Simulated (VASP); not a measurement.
# MoS2 (R3m) in VASP: density of states with PBEsol

Aim: the density of states of MoS2 with PBEsol.

Program: VASP 6.6.1. These are calculated values, not measurements. Logs are shortened: lines on timing, memory, paths and dates and some standing lists are left out, and cuts for length are marked.

## 1. The cell of the first run

The structure is trigonal, space group R3m (No. 160). Conventional cell: a = 3.149 Å, b = 3.149 Å, c = 18.388 Å, α = 90.00°, β = 90.00°, γ = 120.00°. Within 3.1 Å of Mo (site symmetry 3m) lie 6 S at 2.38 Å. Within 3.1 Å of S (site symmetry 3m) lie 3 Mo at 2.38 Å and 1 S at 3.07 Å. S (site symmetry 3m) has 3 Mo at 2.38 Å and 1 S at 3.07 Å within 3.1 Å.

## 2. Density of states, PBEsol

POSCAR

```
MoS2
1.0
    1.5746546700      0.9091238800      6.1291938100
   -1.5746546700      0.9091238800      6.1291938100
    0.0000000000     -1.8182577300      6.1291938100
Mo S
1 2
Direct
    0.0000000000      0.0000000000      0.0000000000
    0.2500000000      0.2500000000      0.2500000000
    0.4170000000      0.4170000000      0.4170000000
```

INCAR.step1

```
SYSTEM = MoS2
PREC = Accurate
ENCUT = 520
EDIFF = 1E-6
ISMEAR = -1
SIGMA = 0.0429
LREAL = .FALSE.
LASPH = .TRUE.
NELM = 100
ALGO = Normal
ISIF = 2
LWAVE = .FALSE.
LCHARG = .TRUE.
LMAXMIX = 4
GGA = PS
NBANDS = 20
```

KPOINTS.step1

```
Automatic mesh
0
G
  9 9 9
  0 0 0
```

INCAR.step2

```
SYSTEM = MoS2
PREC = Accurate
ENCUT = 520
EDIFF = 1E-6
ISMEAR = -5
SIGMA = 0.0429
LREAL = .FALSE.
LASPH = .TRUE.
NELM = 100
ALGO = Normal
ISIF = 2
LWAVE = .FALSE.
LCHARG = .FALSE.
LMAXMIX = 4
GGA = PS
LORBIT = 11
NBANDS = 20
NEDOS = 1001
ICHARG = 11
```

KPOINTS.step2

```
Automatic mesh
0
G
  14 14 14
  0 0 0
```

Potentials or basis: VASP PAW PBE potentials, release 64 (Mo_sv, S).

Started as:

```
> cat potpaw_PBE.64/Mo_sv/POTCAR potpaw_PBE.64/S/POTCAR > POTCAR
> cp INCAR.step1 INCAR
> cp KPOINTS.step1 KPOINTS
> mpirun -np 1 vasp_std > vasp.out
> cp INCAR.step2 INCAR
> cp KPOINTS.step2 KPOINTS
> mpirun -np 1 vasp_std > vasp.out
```

OUTCAR:

```text
SYSTEM = MoS2
   PREC = Accurate
   ENCUT = 520
   EDIFF = 1E-6
   ISMEAR = -5
   LREAL = .FALSE.
   LASPH = .TRUE.
   NELM = 100
   ISIF = 2
   GGA = PS
   LORBIT = 11
   ICHARG = 11

 ion  position               nearest neighbor table
   1  0.000  0.000  0.000-   2 2.38   2 2.38   2 2.38   3 2.38   3 2.38   3 2.38
   2  0.250  0.250  0.250-   1 2.38   1 2.38   1 2.38
   3  0.417  0.417  0.417-   1 2.38   1 2.38   1 2.38

  LATTYP: Found a trigonal (rhomboedric) cell.
 ALAT       =     6.3932042295
 COS(alpha) =     0.8786713150

  Lattice vectors:

 A1 = (   1.5746546700,   0.9091238800,   6.1291938100)
 A2 = (  -1.5746546700,   0.9091238800,   6.1291938100)
 A3 = (   0.0000000000,  -1.8182577300,   6.1291938100)

Analysis of symmetry for initial positions (statically):
=====================================================================
 Subroutine PRICEL returns:
 Original cell was already a primitive cell.

 Routine SETGRP: Setting up the symmetry group for a
 trigonal (rhombohedral) supercell.

 Subroutine GETGRP returns: Found  6 space group operations
 (whereof  6 operations were pure point group operations)
 out of a pool of 12 trial point group operations.

The static configuration has the point symmetry C_3v.

Analysis of symmetry for dynamics (positions and initial velocities):
=====================================================================
 Subroutine PRICEL returns:
 Original cell was already a primitive cell.

 Routine SETGRP: Setting up the symmetry group for a
 trigonal (rhombohedral) supercell.

 Subroutine GETGRP returns: Found  6 space group operations
 (whereof  6 operations were pure point group operations)
 out of a pool of 12 trial point group operations.

The dynamic configuration has the point symmetry C_3v.

 Subroutine INISYM returns: Found  6 space group operations
 (whereof  6 operations are pure point group operations),
 and found     1 'primitive' translations

----------------------------------------------------------------------------------------

                                     Primitive cell

  volume of cell :      52.6459

  direct lattice vectors                    reciprocal lattice vectors
     1.574654670  0.909123880  6.129193810     0.317529938  0.183326014  0.054384631
    -1.574654670  0.909123880  6.129193810    -0.317529938  0.183326014  0.054384631
     0.000000000 -1.818257730  6.129193810     0.000000000 -0.366652029  0.054384333

  length of vectors
     6.393204229  6.393204229  6.393205607     0.370663428  0.370663428  0.370663413

  position of ions in fractional coordinates (direct lattice)
     0.000000000  0.000000000  0.000000000
     0.250000000  0.250000000  0.250000000
     0.417000000  0.417000000  0.417000000

  ion indices of the primitive-cell ions
   primitive index   ion index
                 1           1
                 2           2
                 3           3

----------------------------------------------------------------------------------------

 KPOINTS: Automatic mesh

Automatic generation of k-mesh.
 Grid dimensions read from file:
 generate k-points for:   14   14   14

 Generating k-lattice:

  Cartesian coordinates                     Fractional coordinates (reciprocal lattice)
     0.022680710  0.013094715  0.003884616     0.071428571  0.000000000  0.000000000
    -0.022680710  0.013094715  0.003884616     0.000000000  0.071428571  0.000000000
     0.000000000 -0.026189431  0.003884595     0.000000000  0.000000000  0.071428571

  Length of vectors
     0.026475959  0.026475959  0.026475958

  Shift w.r.t. Gamma in fractional coordinates (k-lattice)
     0.000000000  0.000000000  0.000000000

 TETIRR: Found   1372 inequivalent tetrahedra from    16464

 Subroutine IBZKPT returns following result:
 ===========================================

 Found    288 irreducible k-points:

 Following reciprocal coordinates:
            Coordinates               Weight
  0.000000  0.000000  0.000000      1.000000
  0.071429  0.000000 -0.000000      6.000000
  0.142857  0.000000 -0.000000      6.000000
  0.214286 -0.000000 -0.000000      6.000000
  0.285714  0.000000 -0.000000      6.000000
  0.357143  0.000000 -0.000000      6.000000
[... 16 lines left out ...]
  0.214286  0.142857 -0.000000     12.000000
  0.285714  0.142857 -0.000000     12.000000
 [... further k-points ...]
   k-points           NKPTS =    288   k-points in BZ     NKDIM =    288   number of bands    NBANDS=     20
   number of dos      NEDOS =   1001   number of ions     NIONS =      3
   total plane-waves  NPLWV = 110592
   dimension x,y,z NGX =    48 NGY =   48 NGZ =   48
   dimension x,y,z NGXF=    96 NGYF=   96 NGZF=   96
   ions per type =               1   2
   NGX,Y,Z   is equivalent  to a cutoff of  12.48, 12.48, 12.48 a.u.
   NGXF,Y,Z  is equivalent  to a cutoff of  24.96, 24.96, 24.96 a.u.
 SYSTEM =  MoS2
   PREC   = accura    normal or accurate (medium, high low for compatibility)
   ISTART =      0    job   : 0-new  1-cont  2-samecut
   ICHARG =     11    charge: 1-file 2-atom 10-const
   ISPIN  =      1    spin polarized calculation?
   LNONCOLLINEAR =      F non collinear calculations
   LSORBIT =      F    spin-orbit coupling
   LASPH  =      T    aspherical Exc in radial PAW
   ENCUT  =  520.0 eV  38.22 Ry    6.18 a.u.  11.89 11.89 11.89*2*pi/ulx,y,z
   NELM   =    100;   NELMIN=  2; NELMDL=  0     # of ELM steps
   EDIFF  = 0.1E-05   stopping-criterion for ELM
   LREAL  =      F    real-space projection
   EDIFFG = 0.1E-04   stopping-criterion for IOM
   NSW    =      0    number of steps for IOM
   IBRION =     -1    ionic relax: 0-MD 1-quasi-New 2-CG
   NFREE  =      0    steps in history (QN), initial steepest desc. (CG)
   ISIF   =      2    stress and relaxation
   ISYM   =      2    0-nonsym 1-usesym 2-fastsym
   POTIM  = 0.5000    time-step for ionic-motion
   TEBEG  =    0.0;   TEEND  =   0.0 temperature during run
   PSTRESS=    0.0 pullay stress
   NELECT =      26.0000    total number of electrons
   NUPDOWN=      -1.0000    fix difference up-down
   EMIN   =  10.00;   EMAX   =-10.00  energy-range for DOS
   EFERMI =   0.00;   METHOD = LEGACY
   ISMEAR =    -5;   SIGMA  =   0.04  broadening in eV -4-tet -1-fermi 0-gaus
   EFERMI_NEDOS =   21; number of points for ismear=-14 and -15
   IALGO  =     38    algorithm
   IMIX   =      4    mixing-type and parameters
     AMIX     =   0.40;   BMIX     =  1.00
     AMIX_MAG =   1.60;   BMIX_MAG =  1.00
  volume/ion in A,a.u.               =      17.55       118.42
  Fermi-wavevector in a.u.,A,eV,Ry     =   1.294030  2.445363 22.783149  1.674514
  Thomas-Fermi vector in A             =   2.425639
   LORBIT       =     11    0 simple, 1 ext, 2 COOP (PROOUT), +10 PAW based schemes
   GGA     = PS    functional components
   LHFCALC =     F    Hartree Fock is set to
   AEXX    =    0.0000 exact exchange contribution
   IVDW    =     0    specifies the selected vdW correction
   LEPSILON=     F    determine dielectric tensor
   LRPA    =     F    only Hartree local field effects (RPA)
 non-spin polarized calculation
 Fermi weights with tetrahedron method with Bloechl corrections
  energy-cutoff  :      520.00
  volume of cell :       52.65
 maximum number of plane-waves:      1433

 number of electron      25.9999998 magnetization

 Free energy of the ion-electron system (eV)
  ---------------------------------------------------
  ext. energy  EPLUGINS =         0.00000000
  ---------------------------------------------------
  free energy    TOTEN  =       -23.44019807 eV

  energy without entropy =      -23.44019807  energy(sigma->0) =      -23.44019807

 E-fermi :   7.7353     XC(G=0): -11.0540

 val. band max:        7.7254783961   @ k =   0.5000   0.5000   0.5000
 cond. band min:       8.6448234420   @ k =  -0.2143   0.1429   0.0000
 fundamental gap:      0.9193450460
 Fermi energy:         7.7353437146

 k-point     1 :       0.0000    0.0000    0.0000
  band No.  band energies     occupation
      1     -53.7539      2.00000
      2     -27.9689      2.00000
      3     -27.7186      2.00000
      4     -27.7186      2.00000
      5      -7.4773      2.00000
      6      -5.6969      2.00000
[... 12 lines left out ...]
     19      15.7872      0.00000
     20      16.1237      0.00000

 k-point     2 :       0.0714    0.0000   -0.0000
  band No.  band energies     occupation
      1     -53.7517      2.00000
      2     -27.9645      2.00000
      3     -27.7405      2.00000
      4     -27.7235      2.00000
      5      -7.3950      2.00000
      6      -5.6728      2.00000
[... 12 lines left out ...]
     19      16.1046      0.00000
     20      16.2174      0.00000

 k-point     3 :       0.1429    0.0000   -0.0000
  band No.  band energies     occupation
      1     -53.7455      2.00000
      2     -27.9524      2.00000
      3     -27.8014      2.00000
      4     -27.7373      2.00000
      5      -7.1571      2.00000
      6      -5.6031      2.00000
[... 12 lines left out ...]
     19      16.2199      0.00000
     20      16.8046      0.00000

 k-point     4 :       0.2143   -0.0000   -0.0000
  band No.  band energies     occupation
      1     -53.7366      2.00000
      2     -27.9348      2.00000
      3     -27.8883      2.00000
      4     -27.7571      2.00000
      5      -6.7907      2.00000
      6      -5.4957      2.00000
[... 429 lines left out ...]
 k-point    23 :       0.2143    0.1429   -0.0000
  band No.  band energies     occupation
      1     -53.7400      2.00000
      2     -27.9414      2.00000
      3     -27.8527      2.00000
      4     -27.7527      2.00000
      5      -6.9136      2.00000
      6      -5.5687      2.00000
[... 12 lines left out ...]
     19      16.3865      0.00000
     20      16.6543      0.00000

 k-point    24 :       0.2857    0.1429   -0.0000
  band No.  band energies     occupation
      1     -53.7320      2.00000
      2     -27.9256      2.00000
      3     -27.9219      2.00000
      4     -27.7793      2.00000
      5      -6.5635      2.00000
      6      -5.4696      2.00000
[... 12 lines left out ...]
     19      16.3132      0.00000
     20      16.6917      0.00000

 [... further k-points ...]
[... 5 lines left out ...]
  --------------------------------------------------------------------------------------
  -------------------------------------------------------------------------------------
  Total        0.2957923      0.2957922      1.3265432      0.0000000     -0.0000007      0.0000000
  in kB        9.0018727      9.0018708     40.3708037      0.0000000     -0.0000219      0.0000000
  external PRESSURE =      19.4581824 kB  Pullay stress =       0.0000000 kB

 VOLUME and BASIS-vectors are now :
 -----------------------------------------------------------------------------
  energy-cutoff  :      520.00
  volume of cell :       52.65
      direct lattice vectors                 reciprocal lattice vectors
     1.574654670  0.909123880  6.129193810     0.317529938  0.183326014  0.054384631
    -1.574654670  0.909123880  6.129193810    -0.317529938  0.183326014  0.054384631
     0.000000000 -1.818257730  6.129193810     0.000000000 -0.366652029  0.054384333

 POSITION                                       TOTAL-FORCE (eV/Angst)
 -----------------------------------------------------------------------------------
      0.00000      0.00000      0.00000         0.000000     -0.000000      0.087976
      0.00000     -0.00000      4.59690         0.000000      0.000000     -0.436389
      0.00000     -0.00000      7.66762         0.000000     -0.000000      0.348413
 -----------------------------------------------------------------------------------
    total drift:                                0.000000     -0.000003      0.000073

  FREE ENERGIE OF THE ION-ELECTRON SYSTEM (eV)
  ---------------------------------------------------
  free  energy   TOTEN  =       -23.4401980672 eV

  energy  without entropy=      -23.4401980672  energy(sigma->0) =      -23.44019807

 total charge

# of ion       s       p       d       tot
------------------------------------------
    1        2.303   6.235   4.015  12.554
    2        1.358   2.335   0.000   3.693
    3        1.358   2.332   0.000   3.691
--------------------------------------------------
tot          5.019  10.903   4.015  19.938
```

It took 8.3 min on 1 thread of Intel Xeon Platinum 8488C (Sapphire Rapids), shared host; peak memory 0.51 GiB.

What came out:

* Valence electrons inside the program's atomic spheres: Mo 12.55; S 3.69

Levels at points of the mesh, in eV from the valence-band top:
| k point | band 9 | band 10 | band 11 | band 12 | band 13 | band 14 | band 15 | band 16 | band 17 | band 18 |
| --- | --- | --- | --- | --- | --- | --- | --- | --- | --- | --- |
| (0.00, 0.00, 0.00) | -3.54 | -2.38 | -2.38 | -1.29 | -1.23 | 2.03 | 2.03 | 2.49 | 2.49 | 5.44 |
| (0.50, 0.00, 0.00) | -5.16 | -4.13 | -2.39 | -1.68 | -1.55 | 1.59 | 2.02 | 3.47 | 3.54 | 5.19 |
| (0.50, 0.50, 0.00) | -4.86 | -4.06 | -2.98 | -1.87 | -1.37 | 1.55 | 2.15 | 2.99 | 3.98 | 5.94 |
| (0.50, 0.50, 0.50) | -3.55 | -3.55 | -2.35 | -2.35 | 0.00 | 2.13 | 2.13 | 2.35 | 2.35 | 5.52 |

Caveat: the PAW data sets were made with another functional, which shifts forces and pressure a little.
